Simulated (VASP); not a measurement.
Co, 2 atoms in the cell. Symmetry: Fd-3m, No. 227, cubic system. The conventional cell has a = 5.067 Å, b = 5.067 Å, c = 5.067 Å, α = 90.00°, β = 90.00°, γ = 90.00°. Co (site symmetry -43m) has 4 Co at 2.19 Å within 2.9 Å. This isn't the form of Co at room conditions, which is hcp.

* Program: VASP 6.6.1
* Task: single point
* Functional: PBE
* Potentials or basis: VASP PAW PBE potentials, release 64 (Co)
* Cutoff: 520 eV
* k mesh: 12 × 12 × 12
* Occupations: fermi-dirac, width 0.05 eV
* Spin: collinear spin, ferromagnetic start
* Starting moments: [-1.659, -1.659] μB
* Dipole correction: no
* Further INCAR settings: ALGO = Normal; EDIFF = 1e-07; NBANDS = 20

Potentials or basis: VASP PAW PBE potentials, release 64 (Co).

Launch:

```console
$ cat potpaw_PBE.64/Co/POTCAR > POTCAR
$ mpirun -np 1 vasp_std > vasp.out
```

Hardware: 1 thread of Intel(R) Xeon(R) 6975P-C (Granite Rapids), with other jobs on the host.

Question: Estimate the wall time of this run.

Answer: It took 68 s on 1 thread of Intel(R) Xeon(R) 6975P-C (Granite Rapids), with other jobs on the host, peak memory 0.21 GiB. Counts: scf iterations 18, k points 72.
